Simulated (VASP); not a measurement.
# HC19O: single point with LDA

The system is HC19O, a slab with vacuum.

```
C H O
1.0
     7.39800    0.00000    0.00000
    -3.69900    6.40686    0.00000
     0.00000    0.00000   12.00000
C H O
19 1 1
Direct
  0.98914 0.99020 0.08012
  0.21593 0.10408 0.09371
  0.99376 0.32615 0.08110
  0.21700 0.43860 0.08007
  0.99388 0.65983 0.08070
  0.21682 0.77128 0.07991
  0.32865 0.99137 0.08062
  0.54877 0.10325 0.07936
  0.32956 0.33025 0.08066
  0.54999 0.43809 0.07937
  0.32769 0.66018 0.07841
  0.54930 0.77052 0.07752
  0.65963 0.99228 0.07777
  0.88089 0.10308 0.07925
  0.66023 0.32605 0.08026
  0.88261 0.43727 0.08096
  0.66007 0.65960 0.07781
  0.88141 0.76944 0.07915
  0.17200 0.10826 0.23589
  0.10938 0.21579 0.24880
  0.20902 0.01279 0.30106
```

* Program: VASP 6.6.1
* Task: single point
* Functional: LDA
* Potentials or basis: VASP PAW LDA potentials, release 64 (C, H, O)
* Cutoff: 520 eV
* k mesh: 2 × 2 × 1
* Occupations: gaussian, width 0.02 eV
* Spin: collinear spin
* Starting moments: [0.0, 0.0, 0.0, 0.0, 0.0, 0.0, 0.0, 0.0, 0.0, 0.0, 0.0, 0.0, 0.0, 0.0, 0.0, 0.0, 0.0, 0.0, 1.0, 0.0, 0.0] μB
* Dipole correction: no
* Further INCAR settings: LREAL = Auto; ALGO = Normal; EDIFF = 1e-06; NBANDS = 62

```json
{
 "Largest force": "0.824 eV/Å",
 "Net moment": "0.00 μB per cell",
 "Valence electrons inside the program's atomic spheres": "C 2.63, 2.62, 2.65, 2.66, 2.64, 2.57 (each value once); H 0.64; O 5.13"
}
```

Forces on the atoms (eV/Å):
```
C    0.003  0.000  0.000
C   -0.012  0.005  0.013
C    0.005 -0.007 -0.001
C   -0.012 -0.002  0.000
C   -0.002 -0.003  0.001
C   -0.002 -0.007  0.005
C    0.003  0.003  0.008
C    0.007  0.002  0.000
C   -0.002 -0.001  0.006
C    0.005  0.002 -0.005
C   -0.008 -0.013 -0.003
C    0.002 -0.005 -0.005
C    0.005  0.016 -0.005
C   -0.007  0.005 -0.004
C    0.000  0.001  0.001
C    0.007  0.004  0.000
C   -0.001  0.008 -0.004
C    0.003 -0.006 -0.001
C   -0.411  0.393 -0.543
H   -0.034  0.030 -0.006
O    0.451 -0.427  0.541
```

Levels at points of the mesh, in eV from the Fermi level:
Spin up:
```
           k point  band 39  band 40  band 41  band 42  band 43  band 44
(0.00, 0.00, 0.00)    -3.24    -1.49    -0.54    -0.23    -0.18     1.74
(0.50, 0.00, 0.00)    -2.83    -2.75    -2.56     0.17     1.05     1.87
(0.00, 0.50, 0.00)    -2.81    -2.72    -2.58     0.13     1.18     1.79
(0.50, 0.50, 0.00)    -2.81    -2.79    -2.57     0.25     1.16     1.67
```
Spin down:
| k point | band 38 | band 39 | band 40 | band 41 | band 42 | band 43 | band 44 | band 45 |
| --- | --- | --- | --- | --- | --- | --- | --- | --- |
| (0.00, 0.00, 0.00) | -3.25 | -3.24 | -1.49 | -0.54 | -0.23 | -0.18 | 1.74 | 2.22 |
| (0.50, 0.00, 0.00) | -3.03 | -2.83 | -2.75 | -2.56 | 0.17 | 1.05 | 1.87 | 2.25 |
| (0.00, 0.50, 0.00) | -3.01 | -2.81 | -2.72 | -2.58 | 0.13 | 1.18 | 1.79 | 2.25 |
| (0.50, 0.50, 0.00) | -3.02 | -2.81 | -2.79 | -2.57 | 0.25 | 1.16 | 1.67 | 2.30 |

Wall time 12 min on 1 thread of Intel(R) Xeon(R) Platinum 8259CL CPU @ 2.50GHz (Skylake/Cascade Lake) (shared host), peak memory 0.6 GiB.

Caveat: the k points lie up to 0.49 Å⁻¹ apart.
